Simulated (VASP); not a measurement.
BaTe: single point with PBE

The system is BaTe.

```
Ba Te
1.0
     4.26247    0.00000    0.00000
     0.00000    4.26247    0.00000
     0.00000    0.00000    4.26247
Ba Te
1 1
Cartesian
  0.0000 0.0000 0.0000
  2.1312 2.1312 2.1312
```

```json
{"Program": "VASP 6.6.1", "Task": "single point", "Functional": "PBE", "Potentials or basis": "VASP PAW PBE potentials, release 64 (Ba_sv, Te)", "Cutoff": "500 eV", "k mesh": "3 × 3 × 3", "Occupations": "gaussian, width 0.01 eV", "Spin": "no spin polarisation"}
```

```
Pressure               : 0.4 GPa
Band gap on the k mesh : 1.13 eV, direct
```

Levels at points of the mesh, in eV from the valence-band top:
```tsv
k point	band 6	band 7	band 8	band 9	band 10	band 11
(0.00, 0.00, 0.00)	0.00	0.00	0.00	1.13	1.13	2.72
```

Run time: 7.7 s on 1 thread of Intel(R) Xeon(R) Platinum 8375C CPU @ 2.90GHz (Ice Lake), on a shared host, peak memory 0.17 GiB.

Caveat: the k points lie up to 0.49 Å⁻¹ apart; spin-orbit coupling is left out, which moves the levels of the heavy elements. Expect the measured gap to be larger: semilocal functionals such as PBE lack the derivative discontinuity.
